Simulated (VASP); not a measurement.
Ga, 1 atom in the cell. It takes space group Im-3m (No. 229, cubic). The conventional cell has a = 3.397 Å, b = 3.397 Å, c = 3.397 Å, α = 90.00°, β = 90.00°, γ = 90.00°. Within 3.9 Å of Ga (site symmetry m-3m) lie 14 Ga at 2.94 to 3.40 Å. 

* Program: VASP 6.6.1
* Task: relaxation of cell and atoms
* Functional: RPBE
* Potentials or basis: VASP PAW PBE potentials, release 64 (Ga_d)
* Cutoff: 600 eV
* k mesh: 13 × 13 × 13
* Occupations: fermi-dirac, width 0.1 eV
* Spin: no spin polarisation
* Dipole correction: no
* Further INCAR settings: ALGO = Normal; EDIFF = 1e-06; IBRION = 2; EDIFFG = -0.01; NSW = 80; ISIF = 3

Potentials or basis: VASP PAW PBE potentials, release 64 (Ga_d).

Launch:

```sh
$ cat potpaw_PBE.64/Ga_d/POTCAR > POTCAR
$ mpirun -np 1 vasp_std > vasp.out
```

Hardware: 1 thread of Intel(R) Xeon(R) Platinum 8259CL CPU @ 2.50GHz (Skylake/Cascade Lake), with other jobs on the host.

**Question.** How long does it take, and how much memory?

**Answer.** It took 66 s on 1 thread of Intel(R) Xeon(R) Platinum 8259CL CPU @ 2.50GHz (Skylake/Cascade Lake) (shared host), peak memory 0.16 GiB. Counts: scf iterations 32, k points 84, ion steps 5.
